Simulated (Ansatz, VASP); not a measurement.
One calculation of SrCl2, two programs

```
Sr Cl
1.0
     0.00000    3.46198    3.46198
     3.46198    0.00000    3.46198
     3.46198    3.46198    0.00000
Sr Cl
1 2
Direct
  0.00000 0.00000 0.00000
  0.25000 0.25000 0.25000
  0.75000 0.75000 0.75000
```

Alike in both runs: task single point; functional PBE; k mesh 6 × 6 × 6; occupations gaussian, width 0.05 eV; no spin polarisation.

```csv
,VASP,Ansatz
version,VASP 6.6.1,Ansatz 0.2.0
potentials or method,"VASP PAW PBE potentials, release 64 (Sr_sv, Cl), cutoff 520 eV","scalar-relativistic, plane waves, PAW"
valence electrons in the cell,24,24
```

Ansatz gave:

| Item | Value |
| --- | --- |
| gap on the k mesh at the Fermi level (eV) | 5.43 |
| least direct gap on the mesh (eV) | 5.50 |
| pressure (GPa) | 1.9 |

Q: Which values does VASP return?

A: gap on the k mesh at the Fermi level (eV): 5.43; least direct gap on the mesh (eV): 5.49; pressure (GPa): 2.0.
